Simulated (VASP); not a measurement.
# TiC (Fm-3m) in VASP: notebook

Runs on TiC. Level: PBEsol. Tasks: electric field gradients.

Program: VASP 6.6.1. These are calculated values, not measurements. Logs are shortened: lines on timing, memory, paths and dates and some standing lists are left out, and cuts for length are marked.

## 1. The cell of the first run

Symmetry: Fm-3m, No. 225, cubic system. Conventional cell: a = 4.240 Å, b = 4.240 Å, c = 4.240 Å, α = 90.00°, β = 90.00°, γ = 90.00°. Ti (site symmetry m-3m) has 6 C at 2.12 Å within 2.8 Å. C (site symmetry m-3m) has 6 Ti at 2.12 Å within 2.8 Å.

## 2. Electric field gradients, PBEsol (9.53 Å³/atom)

File INCAR:

```
SYSTEM = TiC
  ALGO = Normal
  EDIFF = 1E-8
  ENCUT = 520
  GGA = PS
  ISIF = 2
  ISMEAR = -1
  LASPH = .True.
  LCHARG = .False.
  LEFG = .True.
  LREAL = .False.
  LWAVE = .False.
  NBANDS = 15
  NELM = 80
  PREC = Accurate
  SIGMA = 0.03
```

File KPOINTS:

```
k-points
0
Gamma
  16 16 16
  0 0 0
```

File POSCAR:

```
TiC
1.0
    0.0000000000      2.1198243393      2.1198243393
    2.1198243393      0.0000000000      2.1198243393
    2.1198243393      2.1198243393      0.0000000000
Ti C
1 1
Direct
    0.0000000000      0.0000000000      0.0000000000
    0.5000000000      0.5000000000      0.5000000000
```

Potentials or basis: VASP PAW PBE potentials, release 64 (Ti_sv, C).

The run is started by

```bash
cat potpaw_PBE.64/Ti_sv/POTCAR potpaw_PBE.64/C/POTCAR > POTCAR
mpirun -np 1 vasp_std > vasp.out
```

OUTCAR:

```text
SYSTEM = TiC
   EDIFF = 1E-8
   ENCUT = 520
   GGA = PS
   ISIF = 2
   ISMEAR = -1
   LASPH = .True.
   LREAL = .False.
   NELM = 80
   PREC = Accurate

 ion  position               nearest neighbor table
   1  0.000  0.000  0.000-   2 2.12   2 2.12   2 2.12   2 2.12   2 2.12   2 2.12
   2  0.500  0.500  0.500-   1 2.12   1 2.12   1 2.12   1 2.12   1 2.12   1 2.12

  LATTYP: Found a face centered cubic cell.
 ALAT       =     4.2396486786

  Lattice vectors:

 A1 = (   0.0000000000,   2.1198243393,   2.1198243393)
 A2 = (   2.1198243393,   0.0000000000,   2.1198243393)
 A3 = (   2.1198243393,   2.1198243393,   0.0000000000)

Analysis of symmetry for initial positions (statically):
=====================================================================
 Subroutine PRICEL returns:
 Original cell was already a primitive cell.

 Routine SETGRP: Setting up the symmetry group for a
 face centered cubic supercell.

 Subroutine GETGRP returns: Found 48 space group operations
 (whereof 48 operations were pure point group operations)
 out of a pool of 48 trial point group operations.

The static configuration has the point symmetry O_h .

Analysis of symmetry for dynamics (positions and initial velocities):
=====================================================================
 Subroutine PRICEL returns:
 Original cell was already a primitive cell.

 Routine SETGRP: Setting up the symmetry group for a
 face centered cubic supercell.

 Subroutine GETGRP returns: Found 48 space group operations
 (whereof 48 operations were pure point group operations)
 out of a pool of 48 trial point group operations.

The dynamic configuration has the point symmetry O_h .

 Subroutine INISYM returns: Found 48 space group operations
 (whereof 48 operations are pure point group operations),
 and found     1 'primitive' translations

----------------------------------------------------------------------------------------

                                     Primitive cell

  volume of cell :      19.0515

  direct lattice vectors                    reciprocal lattice vectors
     0.000000000  2.119824339  2.119824339    -0.235868600  0.235868600  0.235868600
     2.119824339  0.000000000  2.119824339     0.235868600 -0.235868600  0.235868600
     2.119824339  2.119824339  0.000000000     0.235868600  0.235868600 -0.235868600

[... 135 lines left out ...]
 Fermi energy:        10.0581785767

 k-point     1 :       0.0000    0.0000    0.0000
  band No.  band energies     occupation
      1     -46.0694      2.00000
      2     -22.1573      2.00000
      3     -22.1573      2.00000
      4     -22.1573      2.00000
      5      -2.5912      2.00000
      6      10.7567      0.00000
      7      10.7567      0.00000
      8      10.7567      0.00000
      9      11.8609      0.00000
     10      11.8609      0.00000
     11      11.8609      0.00000
     12      11.9384      0.00000
     13      11.9384      0.00000
     14      21.5221      0.00000
[... 401 lines left out ...]
      2     -22.2183      2.00000
      3     -22.1740      2.00000
      4     -22.1586      2.00000
      5      -2.3361      2.00000
      6       9.8282      1.99906
      7       9.9955      1.77945
      8      10.0388      1.31215
      9      10.8789      0.00000
     10      11.5423      0.00000
     11      12.4865      0.00000
     12      13.1325      0.00000
     13      14.0494      0.00000
     14      21.9115      0.00000
     15      24.4251      0.00000

 [... further k-points ...]

------------------------ aborting loop because EDIFF is reached ----------------------------------------

  FORCE on cell =-STRESS in cart. coord.  units (eV):
  Direction    XX          YY          ZZ          XY          YZ          ZX
  --------------------------------------------------------------------------------------
  -------------------------------------------------------------------------------------
  Total        1.3175280      1.3175280      1.3175280     -0.0000000      0.0000000      0.0000000
  in kB      110.8002660    110.8002660    110.8002660     -0.0000000      0.0000000      0.0000000
  external PRESSURE =     110.8002660 kB  Pullay stress =       0.0000000 kB

 VOLUME and BASIS-vectors are now :
 -----------------------------------------------------------------------------
  energy-cutoff  :      520.00
  volume of cell :       19.05
      direct lattice vectors                 reciprocal lattice vectors
     0.000000000  2.119824339  2.119824339    -0.235868600  0.235868600  0.235868600
     2.119824339  0.000000000  2.119824339     0.235868600 -0.235868600  0.235868600
     2.119824339  2.119824339  0.000000000     0.235868600  0.235868600 -0.235868600

 POSITION                                       TOTAL-FORCE (eV/Angst)
 -----------------------------------------------------------------------------------
      0.00000      0.00000      0.00000        -0.000000     -0.000000     -0.000000
      2.11982      2.11982      2.11982         0.000000      0.000000      0.000000
 -----------------------------------------------------------------------------------
    total drift:                                0.000000     -0.000000     -0.000000

  FREE ENERGIE OF THE ION-ELECTRON SYSTEM (eV)
  ---------------------------------------------------
  free  energy   TOTEN  =       -19.7764100725 eV

  energy  without entropy=      -19.7752154172  energy(sigma->0) =      -19.77581274

 Electric field gradients (V/A^2)
---------------------------------------------------------------------
 ion       V_xx      V_yy      V_zz      V_xy      V_xz      V_yz
---------------------------------------------------------------------
   1      -0.000     0.000     0.000     0.001     0.001     0.001
   2      -0.000    -0.000    -0.000    -0.000    -0.000    -0.000
---------------------------------------------------------------------

 Electric field gradients after diagonalization (V/A^2)
 (convention: |V_zz| > |V_xx| > |V_yy|)
----------------------------------------------------------------------
 ion       V_xx      V_yy      V_zz     asymmetry (V_yy - V_xx)/ V_zz
----------------------------------------------------------------------
   1      -0.001    -0.001     0.002       0.000
   2       0.000     0.000    -0.000       0.000
----------------------------------------------------------------------

           NMR quadrupolar parameters

 Cq : quadrupolar parameter    Cq=e*Q*V_zz/h
 eta: asymmetry parameters     (V_yy - V_xx)/ V_zz
 Q  : nuclear electric quadrupole moment in mb (millibarn)
----------------------------------------------------------------------
 ion       Cq(MHz)       eta       Q (mb)
----------------------------------------------------------------------
   1       0.000       0.000       1.000
   2      -0.000       0.000       1.000
----------------------------------------------------------------------
```

OSZICAR:

```text
N       E                     dE             d eps       ncg     rms          rms(c)
DAV:   1     0.115152736276E+03    0.11515E+03   -0.79113E+03  4381   0.128E+03
DAV:   2    -0.178765551068E+02   -0.13303E+03   -0.12500E+03  4644   0.335E+02
DAV:   3    -0.248088572414E+02   -0.69323E+01   -0.68158E+01  5563   0.758E+01
DAV:   4    -0.250275689359E+02   -0.21871E+00   -0.21854E+00  5407   0.122E+01
DAV:   5    -0.250323824659E+02   -0.48135E-02   -0.48110E-02  5628   0.157E+00    0.199E+01
DAV:   6    -0.202230640616E+02    0.48093E+01   -0.10652E+01  6185   0.564E+01    0.645E+00
DAV:   7    -0.198002324485E+02    0.42283E+00   -0.16635E+00  5103   0.184E+01    0.551E+00
DAV:   8    -0.197730489249E+02    0.27184E-01   -0.13606E-01  5029   0.497E+00    0.193E+00
DAV:   9    -0.197806043401E+02   -0.75554E-02   -0.47179E-02  5759   0.194E+00    0.101E+00
DAV:  10    -0.197772864722E+02    0.33179E-02   -0.74804E-03  5377   0.125E+00    0.523E-01
DAV:  11    -0.197764491260E+02    0.83735E-03   -0.21863E-03  4966   0.703E-01    0.427E-02
DAV:  12    -0.197764099160E+02    0.39210E-04   -0.20161E-04  4952   0.216E-01    0.128E-02
DAV:  13    -0.197764106674E+02   -0.75137E-06   -0.60675E-06  5148   0.270E-02    0.710E-03
DAV:  14    -0.197764101363E+02    0.53108E-06   -0.18453E-06  5064   0.208E-02    0.442E-03
DAV:  15    -0.197764100936E+02    0.42725E-07   -0.84873E-08  6564   0.268E-03    0.259E-04
DAV:  16    -0.197764100683E+02    0.25276E-07   -0.60088E-09  3886   0.703E-04    0.191E-04
DAV:  17    -0.197764100725E+02   -0.41916E-08   -0.98333E-10  2679   0.308E-04
   1 F= -.19776410E+02 E0= -.19775813E+02  d E =-.119466E-02
```

It took 37 s on 1 thread of Intel Xeon 8259CL, shared host; peak memory 0.17 GiB.

What came out:

| Property | Result |
| --- | --- |
| Free energy | -19.7764 eV |
| Pressure | 11.1 GPa |
| Band gap on the k mesh | zero (bands 8 and 9 overlap by 1.10 eV) |
| Largest electric field gradient by atom | under 0.05 V/Å² on every atom |

Levels at points of the mesh, in eV from the Fermi level:
```
           k point  band 6  band 7  band 8  band 9  band 10  band 11
(0.00, 0.00, 0.00)    0.70    0.70    0.70    1.80     1.80     1.80
(0.50, 0.00, 0.00)   -6.16   -3.09   -3.09    3.20     3.20     4.50
(0.50, 0.50, 0.00)   -3.46   -1.86    0.05    0.05     2.99     3.87
```

Caveat: the cell stands under pressure; the PAW data sets were made with another functional, which shifts forces and pressure a little.

[end of part 1 of 3]
